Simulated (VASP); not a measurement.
Input of a VASP 6.6.1 run:

Contents of INCAR:

```
ALGO = Normal ; EDIFF = 1E-6
ENCUT = 600 ; GGA = PS
GGA_COMPAT = False ; ISIF = 2
ISMEAR = -1 ; ISPIN = 2
LASPH = True ; LCHARG = False
LMAXMIX = 4 ; LORBIT = 11
LREAL = False ; LWAVE = False
MAGMOM = 1 1 0 0 0 0 ; NBANDS = 43
NELM = 200 ; PREC = Accurate
SIGMA = 0.05
```

The input KPOINTS:

```
k-points
0
Gamma
  10 10 3
```

Contents of POSCAR:

```
NiO2
1.0
    2.9121517351      0.0000000000      0.0000000000
   -1.4560758676      2.5219973823      0.0000000000
    0.0000000000      0.0000000000     10.5552700000
Ni O
2 4
Direct
    0.0000000000      0.0000000000      0.5000000000
    0.0000000000      0.0000000000      0.0000000000
    0.3333333333      0.6666666667      0.5890790000
    0.3333333333      0.6666666667      0.9109210000
    0.6666666667      0.3333333333      0.4109210000
    0.6666666667      0.3333333333      0.0890790000
```

Potentials or basis: VASP PAW PBE potentials, release 64 (Ni_sv_GW, O).

The run is started by

```console
$ cat potpaw_PBE.64/Ni_sv_GW/POTCAR potpaw_PBE.64/O/POTCAR > POTCAR
$ mpirun -np 1 vasp_std > vasp.out
```

(1) What does it give for the net moment?

(2) Estimate the pressure.

Results:

(1) 0.00 μB per cell.

(2) -16.1 GPa.

Caveat: the PAW data sets were made with another functional, which shifts forces and pressure a little.
